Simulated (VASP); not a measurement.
Wanted: the native input for a VASP 6.6.1 run.

```yaml
Task: relaxation of the atoms
Functional: PBE
Potentials_or_basis: VASP PAW PBE potentials, release 64 (Ag, Br)
Cutoff: 450 eV
k_mesh: 8 × 8 × 8
Occupations: fermi-dirac, width 0.02 eV
Spin: no spin polarisation
Dipole_correction: no
Further_INCAR_settings: ALGO = Normal; EDIFF = 1e-07; IBRION = 2; EDIFFG = -0.02; NSW = 80
```

The structure of AgBr lies in POSCAR:

```
AgBr
1.0
    0.0000000000      2.8701500000      2.8701500000
    2.8701500000      0.0000000000      2.8701500000
    2.8701500000      2.8701500000      0.0000000000
Ag Br
1 1
Direct
    0.0000000000      0.0000000000      0.0000000000
    0.5000000000      0.5000000000      0.5000000000
```

These files were run (other wordings do the same):

INCAR

```
SYSTEM = AgBr
ALGO = Normal
EDIFF = 1E-7
EDIFFG = -0.02
ENCUT = 450
GGA = PE
GGA_COMPAT = .FALSE.
IBRION = 2
ISIF = 2
ISMEAR = -1
LASPH = .TRUE.
LCHARG = .FALSE.
LREAL = .FALSE.
LWAVE = .FALSE.
NELM = 120
NELMIN = 4
NSW = 80
PREC = Accurate
SIGMA = 0.02
```

KPOINTS

```
k-points
0
G
  8 8 8
  0 0 0
```

Potentials or basis: VASP PAW PBE potentials, release 64 (Ag, Br).

Command:

```console
$ cat potpaw_PBE.64/Ag/POTCAR potpaw_PBE.64/Br/POTCAR > POTCAR
$ mpirun -np 1 vasp_std > vasp.out
```

It gave:

```
Pressure after relaxing : 2.3 GPa
Band gap on the k mesh  : 0.67 eV (least direct gap 2.61 eV)
```

Caveat: the relaxation stopped at its first step, so nothing moved.

Wall time 26 s on 1 thread of Intel Xeon 8259CL, with other jobs on the host, peak memory 0.16 GiB.
